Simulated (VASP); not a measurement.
Input of a VASP 6.6.1 run:

File INCAR:

```
SYSTEM = SiGe
  ALGO = Normal
  EDIFF = 1E-7
  ENCUT = 520
  GGA = PS
  ISIF = 2
  ISMEAR = 0
  LASPH = .True.
  LCHARG = .True.
  LELF = .True.
  LREAL = .False.
  LVHAR = .True.
  LWAVE = .False.
  NBANDS = 26
  NELM = 100
  PREC = Accurate
  SIGMA = 0.02
```

KPOINTS

```
k-points
0
Gamma
  12 12 6
  0 0 0
```

Contents of POSCAR:

```
SiGe
1.0
    3.9005968973      0.0000000000      0.0000000000
   -1.9502984486      3.3780160030      0.0000000000
    0.0000000000      0.0000000000      6.4433927765
Si Ge
2 2
Direct
    0.6666666667      0.3333333333      0.8745463422
    0.3333333333      0.6666666667      0.3745463422
    0.6666666667      0.3333333333      0.5004526578
    0.3333333333      0.6666666667      0.0004526578
```

Potentials or basis: VASP PAW PBE potentials, release 64 (Si, Ge_d).

Launch:

```sh
$ cat potpaw_PBE.64/Si/POTCAR potpaw_PBE.64/Ge_d/POTCAR > POTCAR
$ mpirun -np 1 vasp_std > vasp.out
```

(1) What does it give for the pressure?

(2) Predict the band gap on the k mesh.

Answers

(1) 0.0 GPa.

(2) 0.35 eV (least direct gap 0.41 eV).

Caveat: semilocal functionals underestimate gaps, and a narrow one can read as zero; the PAW data sets were made with another functional, which shifts forces and pressure a little.
